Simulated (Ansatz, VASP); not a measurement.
# One calculation of SrO, two programs

File POSCAR:

```
SrO
1.0
    3.4807516534      0.0000000000      0.0000000000
   -1.7403758267      3.0144193562      0.0000000000
    0.0000000000      0.0000000000      6.0903846125
Sr O
2 2
Direct
    0.6666666667      0.3333333333      0.7500000000
    0.3333333333      0.6666666667      0.2500000000
    0.0000000000      0.0000000000      0.5000000000
    0.0000000000      0.0000000000      0.0000000000
```

INCAR.step1

```
SYSTEM = SrO
  PREC = Accurate
  ENCUT = 520
  ISMEAR = -1
  SIGMA = 0.05
  LREAL = .FALSE.
  LASPH = .TRUE.
  NELM = 100
  NBANDS = 24
  GGA = PE
  ALGO = Normal
  EDIFF = 1E-4
  LWAVE = .TRUE.
  LCHARG = .FALSE.
```

File INCAR.step2:

```
SYSTEM = SrO
  PREC = Accurate
  ENCUT = 520
  EDIFF = 1E-7
  ISMEAR = -1
  SIGMA = 0.05
  LREAL = .FALSE.
  LASPH = .TRUE.
  NELM = 100
  ALGO = Normal
  ISIF = 2
  LWAVE = .FALSE.
  LCHARG = .TRUE.
  METAGGA = R2SCAN
  LMIXTAU = .TRUE.
  LELF = .TRUE.
  LVHAR = .TRUE.
  NBANDS = 24
  ISTART = 1
```

File KPOINTS:

```
regular mesh
0
G
  9 9 5
  0 0 0
```

The input input.yaml:

```yaml
crystal:
  lattice:
    - [3.4807516534, 0.0, 0.0]
    - [-1.7403758267, 3.0144193562, 0.0]
    - [0.0, 0.0, 6.0903846125]
  atoms:
    - { symbol: Sr, position: [0.6666666667, 0.3333333333, 0.75] }
    - { symbol: Sr, position: [0.3333333333, 0.6666666667, 0.25] }
    - { symbol: O, position: [0.0, 0.0, 0.5] }
    - { symbol: O, position: [0.0, 0.0, 0.0] }
hamiltonian:
  xc: r2scan
  pseudopotentials: { kind: paw }
kpoints:
  mp_grid: { grid: [9, 9, 5] }
scf:
  occupations: { method: fermi_dirac, width: 0.05 }
output:
  forces: true
  stress: true
  eigenvalues: true
  write_density: true
  write_potential: true
  elf: true
  volumetric_format: npy
```

Alike in both runs: task single point; functional r2SCAN; k mesh 9 × 9 × 5; occupations fermi-dirac, width 0.05 eV; no spin polarisation.

```csv
,VASP,Ansatz
version,VASP 6.6.1,Ansatz 0.2.0
potentials or method,"VASP PAW PBE potentials, release 64 (Sr_sv, O)",Ansatz PAW
plane-wave cutoff (eV),520,500
valence electrons in the cell,32,32
```

```csv
,VASP,Ansatz,Ansatz less VASP
gap on the k mesh at the Fermi level (eV),3.54,3.58,+0.046
least direct gap on the mesh (eV),3.80,3.84,+0.041
pressure (GPa),6.6,5.8,-0.73
"traceless stress, the component that is largest in VASP (GPa)",0.72,0.72,0.000
```

VASP's potentials were made for PBE, not for r2SCAN.

Noted on Ansatz's run: odd divisions of the mesh miss points on the zone boundary, where band edges often lie, so the gap on the mesh can be too wide.
